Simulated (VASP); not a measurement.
# NdCdC (P-6m2) in VASP: further runs

NdCdC is run at these levels: PBE; tasks: relaxation of cell and atoms, single point.

All numbers are computed with VASP 6.6.1; they aren't measurements. Logs are shortened: lines on timing, memory, paths and dates and some standing lists are left out, and cuts for length are marked.

### Step 1. The cell of the first run

The structure is hexagonal, space group P-6m2 (No. 187). The conventional cell has a = 4.253 Å, b = 4.253 Å, c = 4.272 Å, α = 90.00°, β = 90.00°, γ = 120.00°. Within 4.3 Å of Nd (site symmetry -6m2) lie 6 Cd at 3.25 Å and 6 C at 3.25 Å and 8 Nd at 4.25 to 4.27 Å. Cd (site symmetry -6m2) has 3 C at 2.46 Å and 6 Nd at 3.25 Å within 3.3 Å. C (site symmetry -6m2) has 3 Cd at 2.46 Å and 6 Nd at 3.25 Å within 3.3 Å.

The cell was built from a structure type or drawn by symmetry, and may not be a known phase.

### Step 2. Relaxation of cell and atoms, PBE

Contents of INCAR:

```
SYSTEM = NdCdC
ALGO = Normal ; EDIFF = 1E-7
EDIFFG = -0.04 ; ENCUT = 600
GGA = PE ; GGA_COMPAT = .FALSE.
IBRION = 2 ; ISIF = 3
ISMEAR = 0 ; LASPH = .TRUE.
LCHARG = .FALSE. ; LMAXMIX = 6
LREAL = .FALSE. ; LWAVE = .FALSE.
NELM = 200 ; NELMIN = 4
NSW = 90 ; PREC = Accurate
SIGMA = 0.1
```

Contents of KPOINTS:

```
k-points
0
G
  6 6 4
  0 0 0
```

Contents of POSCAR:

```
NdCdC
1.0
    4.2530733100      0.0000000000      0.0000000000
   -2.1265366600      3.6832695300      0.0000000000
    0.0000000000      0.0000000000      4.2715171300
Nd Cd C
1 1 1
Direct
    0.0000000000      0.0000000000      0.0000000000
    0.6666666700      0.3333333300      0.5000000000
    0.3333333300      0.6666666700      0.5000000000
```

Potentials or basis: VASP PAW PBE potentials, release 64 (Nd_3, Cd, C), 4f in core.

Launch:

```sh
cat potpaw_PBE.64/Nd_3/POTCAR potpaw_PBE.64/Cd/POTCAR potpaw_PBE.64/C/POTCAR > POTCAR
mpirun -np 1 vasp_std > vasp.out
```

OUTCAR:

```text
SYSTEM = NdCdC
   EDIFF = 1E-7
   EDIFFG = -0.04
   ENCUT = 600
   GGA = PE
   IBRION = 2
   ISIF = 3
   ISMEAR = 0
   LASPH = .TRUE.
   LREAL = .FALSE.
   NELM = 200
   NELMIN = 4
   NSW = 90
   PREC = Accurate

 ion  position               nearest neighbor table
   1  0.000  0.000  0.000-   2 3.25   2 3.25   2 3.25   2 3.25   2 3.25   2 3.25
   2  0.667  0.333  0.500-   3 2.46   3 2.46   3 2.46   1 3.25   1 3.25   1 3.25   1 3.25   1 3.25
                             1 3.25
   3  0.333  0.667  0.500-   2 2.46   2 2.46   2 2.46

  LATTYP: Found a hexagonal cell.
 ALAT       =     4.2530733100
 C/A-ratio  =     1.0043365864

  Lattice vectors:

 A1 = (   4.2530733100,   0.0000000000,   0.0000000000)
 A2 = (  -2.1265366600,   3.6832695300,   0.0000000000)
 A3 = (   0.0000000000,   0.0000000000,   4.2715171300)

Analysis of symmetry for initial positions (statically):
=====================================================================
 Subroutine PRICEL returns:
 Original cell was already a primitive cell.

 Routine SETGRP: Setting up the symmetry group for a
 hexagonal supercell.

 Subroutine GETGRP returns: Found 12 space group operations
 (whereof 12 operations were pure point group operations)
 out of a pool of 24 trial point group operations.

The static configuration has the point symmetry D_3h.

Analysis of symmetry for dynamics (positions and initial velocities):
=====================================================================
 Subroutine PRICEL returns:
 Original cell was already a primitive cell.

 Routine SETGRP: Setting up the symmetry group for a
 hexagonal supercell.

 Subroutine GETGRP returns: Found 12 space group operations
 (whereof 12 operations were pure point group operations)
 out of a pool of 24 trial point group operations.

The dynamic configuration has the point symmetry D_3h.

 Subroutine INISYM returns: Found 12 space group operations
 (whereof 12 operations are pure point group operations),
 and found     1 'primitive' translations

----------------------------------------------------------------------------------------

                                     Primitive cell

  volume of cell :      66.9142

  direct lattice vectors                    reciprocal lattice vectors
     4.253073310  0.000000000  0.000000000     0.235124092  0.135748958  0.000000000
    -2.126536660  3.683269530  0.000000000     0.000000000  0.271497916  0.000000000
     0.000000000  0.000000000  4.271517130     0.000000000  0.000000000  0.234108859

  length of vectors
     4.253073310  4.253073312  4.271517130     0.271497916  0.271497916  0.234108859

  position of ions in fractional coordinates (direct lattice)
     0.000000000  0.000000000  0.000000000
     0.666666670  0.333333330  0.500000000
     0.333333330  0.666666670  0.500000000

  ion indices of the primitive-cell ions
   primitive index   ion index
                 1           1
                 2           2
                 3           3

----------------------------------------------------------------------------------------

 KPOINTS: k-points

Automatic generation of k-mesh.
 Grid dimensions read from file:
 generate k-points for:    6    6    4

 Generating k-lattice:

  Cartesian coordinates                     Fractional coordinates (reciprocal lattice)
     0.039187349  0.022624826  0.000000000     0.166666667  0.000000000  0.000000000
     0.000000000  0.045249653  0.000000000     0.000000000  0.166666667  0.000000000
     0.000000000  0.000000000  0.058527215     0.000000000  0.000000000  0.250000000

  Length of vectors
     0.045249653  0.045249653  0.058527215

  Shift w.r.t. Gamma in fractional coordinates (k-lattice)
     0.000000000  0.000000000  0.000000000

 Subroutine IBZKPT returns following result:
 ===========================================

 Found     21 irreducible k-points:

 Following reciprocal coordinates:
            Coordinates               Weight
  0.000000  0.000000  0.000000      1.000000
  0.166667 -0.000000  0.000000      6.000000
  0.333333  0.000000  0.000000      6.000000
  0.500000 -0.000000  0.000000      3.000000
  0.166667  0.166667  0.000000      6.000000
  0.333333  0.166667  0.000000     12.000000
[... 13 lines left out ...]
  0.333333  0.166667  0.500000     12.000000
  0.333333  0.333333  0.500000      2.000000
   k-points           NKPTS =     21   k-points in BZ     NKDIM =     21   number of bands    NBANDS=     17
   number of dos      NEDOS =    301   number of ions     NIONS =      3
   total plane-waves  NPLWV =  46656
   dimension x,y,z NGX =    36 NGY =   36 NGZ =   36
   dimension x,y,z NGXF=    72 NGYF=   72 NGZF=   72
   ions per type =               1   1   1
   NGX,Y,Z   is equivalent  to a cutoff of  14.07, 14.07, 14.01 a.u.
   NGXF,Y,Z  is equivalent  to a cutoff of  28.14, 28.14, 28.02 a.u.
 SYSTEM =  NdCdC
   PREC   = accura    normal or accurate (medium, high low for compatibility)
[... 42 lines left out ...]
  energy-cutoff  :      600.00
  volume of cell :       66.91
 maximum number of plane-waves:      2298
 NGX is ok and might be reduce to    36
   NGX = 17   NGY = 17   NGZ = 17

--------------------------------------- Ionic step        1  -------------------------------------------

 number of electron      26.9999998 magnetization

 Free energy of the ion-electron system (eV)
  ---------------------------------------------------
  ext. energy  EPLUGINS =         0.00000000
  ---------------------------------------------------
  free energy    TOTEN  =       -12.71249061 eV

  energy without entropy =      -12.69398992  energy(sigma->0) =      -12.70324027

 E-fermi :   3.0180     XC(G=0): -10.2389

 val. band max:        2.9950953403   @ k =   0.3333   0.3333   0.2500
 cond. band min:       3.0258288052   @ k =   0.3333   0.0000   0.2500
 fundamental gap:      0.0307334649
 Fermi energy:         3.0180415119

 k-point     1 :       0.0000    0.0000    0.0000
  band No.  band energies     occupation
      1     -35.3638      2.00000
      2     -16.4611      2.00000
      3     -16.3128      2.00000
      4     -16.3128      2.00000
      5      -7.2233      2.00000
      6      -5.5892      2.00000
[... 9 lines left out ...]
     16       5.7442      0.00000
     17       5.7443      0.00000

 k-point     2 :       0.1667   -0.0000    0.0000
  band No.  band energies     occupation
      1     -35.3608      2.00000
      2     -16.4559      2.00000
      3     -16.3682      2.00000
      4     -16.3246      2.00000
      5      -7.0696      2.00000
      6      -5.6026      2.00000
[... 9 lines left out ...]
     16       5.3136      0.00000
     17       5.7551      0.00000
[... 539 lines left out ...]
 VOLUME and BASIS-vectors are now :
 -----------------------------------------------------------------------------
  energy-cutoff  :      600.00
  volume of cell :       57.45
      direct lattice vectors                 reciprocal lattice vectors
     3.986418929  0.000000000 -0.000000000     0.250851709  0.144829302 -0.000000000
    -1.993209469  3.452340062  0.000000000    -0.000000000  0.289658603  0.000000000
     0.000000000  0.000000000  4.174155723     0.000000000 -0.000000000  0.239569404

 POSITION                                       TOTAL-FORCE (eV/Angst)
 -----------------------------------------------------------------------------------
      3.98642      0.00000      4.17416        -0.000000      0.000000     -0.000000
      1.99321      1.15078      2.08708         0.000000     -0.000000      0.000000
     -0.00000      2.30156      2.08708         0.000000     -0.000000     -0.000000
 -----------------------------------------------------------------------------------
    total drift:                               -0.000002      0.000001      0.000000

  FREE ENERGIE OF THE ION-ELECTRON SYSTEM (eV)
  ---------------------------------------------------
  free  energy   TOTEN  =       -13.1070168860 eV

  energy  without entropy=      -13.0901714316  energy(sigma->0) =      -13.09859416

--------------------------------------- Ionic step        6  -------------------------------------------

 number of electron      27.0000003 magnetization

 Free energy of the ion-electron system (eV)
  ---------------------------------------------------
  ext. energy  EPLUGINS =         0.00000000
  ---------------------------------------------------
  free energy    TOTEN  =       -13.10798104 eV

  energy without entropy =      -13.09140596  energy(sigma->0) =      -13.09969350

 E-fermi :   3.9398     XC(G=0): -10.9398

 val. band max:        3.9277396572   @ k =   0.3333   0.0000   0.0000
 cond. band min:       3.9438308604   @ k =   0.3333   0.3333   0.2500
 fundamental gap:      0.0160912032
 Fermi energy:         3.9398339630

 k-point     1 :       0.0000    0.0000    0.0000
  band No.  band energies     occupation
      1     -33.9586      2.00000
      2     -15.1665      2.00000
      3     -14.8808      2.00000
      4     -14.8808      2.00000
      5      -7.1237      2.00000
      6      -5.0462      2.00000
[... 9 lines left out ...]
     16       7.0565      0.00000
     17       7.0565      0.00000

 k-point     2 :       0.1667   -0.0000    0.0000
  band No.  band energies     occupation
      1     -33.9508      2.00000
      2     -15.1552      2.00000
      3     -14.9980      2.00000
      4     -14.9042      2.00000
      5      -6.9119      2.00000
      6      -5.0560      2.00000
[... 9 lines left out ...]
     16       6.5480      0.00000
     17       7.0850      0.00000
[... 391 lines left out ...]
 VOLUME and BASIS-vectors are now :
 -----------------------------------------------------------------------------
  energy-cutoff  :      600.00
  volume of cell :       57.57
      direct lattice vectors                 reciprocal lattice vectors
     3.978028873  0.000000000 -0.000000000     0.251380780  0.145134761 -0.000000000
    -1.989014441  3.445074060  0.000000000    -0.000000000  0.290269522  0.000000000
     0.000000000  0.000000000  4.201067385     0.000000000 -0.000000000  0.238034744

 POSITION                                       TOTAL-FORCE (eV/Angst)
 -----------------------------------------------------------------------------------
     -0.00000      0.00000      0.00000         0.000000     -0.000000     -0.000000
      1.98901      1.14836      2.10053         0.000000      0.000000      0.000000
     -0.00000      2.29672      2.10053        -0.000000      0.000000     -0.000000
 -----------------------------------------------------------------------------------
    total drift:                               -0.000002      0.000001      0.000000

  FREE ENERGIE OF THE ION-ELECTRON SYSTEM (eV)
  ---------------------------------------------------
  free  energy   TOTEN  =       -13.1079810421 eV

  energy  without entropy=      -13.0914059628  energy(sigma->0) =      -13.09969350

 reached required accuracy - stopping structural energy minimisation
```

Wall time 2.3 min (1 thread of AMD EPYC 7R13 (Zen 3), shared host); peak memory 0.21 GiB.

What came out:

- Free energy: -13.1080 eV
- Relaxed volume: 19.19 Å³/atom
- Relaxed cell: a = 3.978 Å, b = 3.978 Å, c = 4.201 Å, α = 90.00°, β = 90.00°, γ = 120.00°
- Space group after relaxing (to 0.1 Å): P-6m2 (No. 187)
- Energy gained by relaxing: 131.8 meV/atom
- Ionic steps: 6
- Pressure after relaxing: -0.2 GPa
- Band gap on the k mesh: zero (an odd number of electrons rules out a gap without spin polarisation)

The path:
| step | energy change (eV) | largest force (eV/Å) | pressure (GPa) | volume (Å³) |
| --- | --- | --- | --- | --- |
| 1 | 0.0000 | 0.0000 | -10.03 | 66.91 |
| 2 | -0.3393 | 0.0000 | 5.91 | 54.25 |
| 3 | -0.3908 | 0.0000 | 0.35 | 57.10 |
| 4 | -0.3907 | 0.0000 | 0.03 | 57.28 |
| 5 | -0.3945 | 0.0000 | -0.08 | 57.45 |
| 6 | -0.3955 | 0.0000 | -0.16 | 57.57 |

Final structure:
```cif
data_structure
_symmetry_space_group_name_H-M 'P 1'
_symmetry_Int_Tables_number 1
_cell_length_a 3.9780
_cell_length_b 3.9780
_cell_length_c 4.2011
_cell_angle_alpha 90.000
_cell_angle_beta 90.000
_cell_angle_gamma 120.000
_cell_volume 57.57
loop_
_atom_site_label
_atom_site_type_symbol
_atom_site_fract_x
_atom_site_fract_y
_atom_site_fract_z
_atom_site_occupancy
Nd1 Nd 0.00000 0.00000 0.00000 1
Cd1 Cd 0.66667 0.33333 0.50000 1
C1 C 0.33333 0.66667 0.50000 1
```

Caveat: the k points lie up to 0.37 Å⁻¹ apart in the final cell, too coarse for converged energies and pressures of a metal; spin-orbit coupling is left out, which moves the levels of the heavy elements; the 4f electrons are frozen in the core, so they carry no moment and show no levels.

### Step 3. Single point, PBE

This run uses another cell than the first one, of 19.02 Å³/atom.

Contents of INCAR:

```
SYSTEM = NdCdC
PREC = Accurate
ENCUT = 600
EDIFF = 1E-6
ISMEAR = 0
SIGMA = 0.1
LREAL = .FALSE.
LASPH = .TRUE.
NELM = 200
ALGO = Normal
ISIF = 2
LWAVE = .FALSE.
LCHARG = .FALSE.
GGA = PE
NBANDS = 20
GGA_COMPAT = .FALSE.
LMAXMIX = 6
```

Contents of KPOINTS:

```
regular mesh
0
G
  12 12 12
  0 0 0
```

Contents of POSCAR:

```
NdCdC
1.0
    3.9706850506      0.0000000000      0.0000000000
   -1.9853425253      3.4387141242      0.0000000000
    0.0000000000      0.0000000000      4.1782657876
Nd Cd C
1 1 1
Direct
    0.0000000000      0.0000000000      0.0000000000
    0.6666666667      0.3333333333      0.5000000000
    0.3333333333      0.6666666667      0.5000000000
```

Potentials or basis: VASP PAW PBE potentials, release 64 (Nd_3, Cd, C), 4f in core.

Launch:

```sh
cat potpaw_PBE.64/Nd_3/POTCAR potpaw_PBE.64/Cd/POTCAR potpaw_PBE.64/C/POTCAR > POTCAR
mpirun -np 1 vasp_std > vasp.out
```

Run time: 2.3 min. Hardware: 1 thread of AMD EPYC 7R13 (Zen 3), shared host; peak memory 0.32 GiB.

Results (log left out):

| Quantity | Value |
| --- | --- |
| Free energy | -13.1074 eV |
| Pressure | 0.7 GPa |
| Band gap on the k mesh | zero (an odd number of electrons rules out a gap without spin polarisation) |

Stress tensor (GPa, compression positive):
```
0.81 0.00 0.00
0.00 0.81 0.00
0.00 0.00 0.56
```

Levels at points of the mesh, in eV from the Fermi level:
```
           k point  band 10  band 11  band 12  band 13  band 14  band 15  band 16  band 17  band 18  band 19
(0.00, 0.00, 0.00)    -8.64    -0.99    -0.86    -0.86    -0.51    -0.10     3.04     3.04     3.48     3.48
(0.50, 0.00, 0.00)    -7.72    -5.23    -1.52    -1.47    -0.39     2.69     3.19     3.25     4.07     4.37
(0.00, 0.00, 0.50)    -8.00    -4.13     0.05     0.05     1.80     1.86     1.90     1.90     2.13     2.13
(0.50, 0.00, 0.50)    -7.58    -4.53    -2.51    -1.97    -0.45     2.19     4.12     4.67     4.84     6.29
```

Caveat: spin-orbit coupling is left out, which moves the levels of the heavy elements; the 4f electrons are frozen in the core, so they carry no moment and show no levels. Spin polarisation is off, so any magnetic state and its effect on volume and gap are missing.

### Step 4. Relaxation of cell and atoms, PBE

This run uses another cell than the first one, of 19.03 Å³/atom.

Contents of INCAR:

```
SYSTEM = NdCdC
  PREC = Accurate
  ENCUT = 600
  EDIFF = 1E-7
  ISMEAR = 0
  SIGMA = 0.1
  LREAL = .FALSE.
  LASPH = .TRUE.
  NELM = 200
  ALGO = Normal
  ISIF = 3
  LWAVE = .FALSE.
  LCHARG = .FALSE.
  GGA = PE
  IBRION = 2
  NSW = 100
  EDIFFG = -0.01
  GGA_COMPAT = .FALSE.
  NELMIN = 4
  LMAXMIX = 6
```

Contents of KPOINTS:

```
Automatic mesh
0
G
  12 12 12
  0 0 0
```

Contents of POSCAR:

```
NdCdC
1.0
    3.9672196591      0.0000000000      0.0000000000
   -1.9836098296      3.4357130072      0.0000000000
    0.0000000000      0.0000000000      4.1894694046
Nd Cd C
1 1 1
Direct
    0.0000000000      0.0000000000      0.0000000000
    0.6666666667      0.3333333333      0.5000000000
    0.3333333333      0.6666666667      0.5000000000
```

Launch:

```sh
cat potpaw_PBE.64/Nd_3/POTCAR potpaw_PBE.64/Cd/POTCAR potpaw_PBE.64/C/POTCAR > POTCAR
mpirun -np 1 vasp_std > vasp.out
```

Wall time 6.6 min (1 thread of AMD EPYC 7R13 (Zen 3), shared host); peak memory 0.31 GiB.

Results (log left out):

```
Free energy                           : -13.1084 eV
Relaxed volume                        : 19.17 Å³/atom
Relaxed cell                          : a = 3.981 Å, b = 3.981 Å, c = 4.190 Å, α = 90.00°, β = 90.00°, γ = 120.00°
Space group after relaxing (to 0.1 Å) : P-6m2 (No. 187)
Energy gained by relaxing             : 0.4 meV/atom
Ionic steps                           : 4
Pressure after relaxing               : 0.0 GPa
Band gap on the k mesh                : zero (an odd number of electrons rules out a gap without spin polarisation)
```

Stress tensor (GPa, compression positive):
```
 0.01  0.00  0.00
 0.00  0.01  0.00
 0.00  0.00 -0.07
```

Step by step:
| step | energy change (eV) | largest force (eV/Å) | pressure (GPa) | volume (Å³) |
| --- | --- | --- | --- | --- |
| 1 | 0.0000 | 0.0000 | 0.70 | 57.10 |
| 2 | -0.0007 | 0.0000 | -0.47 | 57.80 |
| 3 | -0.0011 | 0.0000 | -0.04 | 57.54 |
| 4 | -0.0012 | 0.0000 | -0.02 | 57.51 |

Final structure:
```
CELL_PARAMETERS angstrom
3.98116 0.00000 0.00000
-1.99058 3.44778 0.00000
0.00000 0.00000 4.18978
ATOMIC_POSITIONS crystal
Nd 0.00000 0.00000 0.00000
Cd 0.66667 0.33333 0.50000
C 0.33333 0.66667 0.50000
```

Levels at points of the mesh, in eV from the Fermi level:
| k point | band 11 | band 12 | band 13 | band 14 | band 15 | band 16 | band 17 |
| --- | --- | --- | --- | --- | --- | --- | --- |
| (0.00, 0.00, 0.00) | -0.98 | -0.86 | -0.86 | -0.54 | -0.11 | 3.01 | 3.01 |
| (0.50, 0.00, 0.00) | -5.21 | -1.50 | -1.47 | -0.39 | 2.67 | 3.14 | 3.22 |
| (0.00, 0.00, 0.50) | -4.11 | 0.05 | 0.05 | 1.79 | 1.80 | 1.89 | 1.89 |
| (0.50, 0.00, 0.50) | -4.52 | -2.49 | -1.95 | -0.47 | 2.15 | 4.08 | 4.63 |

Caveat: spin-orbit coupling is left out, which moves the levels of the heavy elements; the 4f electrons are frozen in the core, so they carry no moment and show no levels. Spin polarisation is off, so any magnetic state and its effect on volume and gap are missing.

### Step 5. Overview

```tsv
task	cell	k mesh	gap on the mesh (eV)	pressure (GPa)	relaxed volume (Å³/atom)
relaxation of cell and atoms	relaxed from a = 4.253, b = 4.253, c = 4.272 Å, angles 90.0, 90.0, 120.0°, 3 atoms	6 × 6 × 4	none	-0.2	19.19
single point	a = 3.971, b = 3.971, c = 4.178 Å, angles 90.0, 90.0, 120.0°, 3 atoms	12 × 12 × 12	none	0.7	-
relaxation of cell and atoms	relaxed from a = 3.967, b = 3.967, c = 4.189 Å, angles 90.0, 90.0, 120.0°, 3 atoms	12 × 12 × 12	none	0.0	19.17
```

Alike in all rows: level PBE; potentials or basis VASP PAW PBE potentials, release 64 (Nd_3, Cd, C), 4f in core; no spin polarisation; cutoff (eV) 600; smearing gaussian 0.1 eV.

Caveats: some runs use coarse meshes; spin-orbit coupling is left out, which moves the levels of the heavy elements; the 4f electrons are frozen in the core, so they carry no moment and show no levels.

Absolute energies hang on the potentials; compare differences alone.
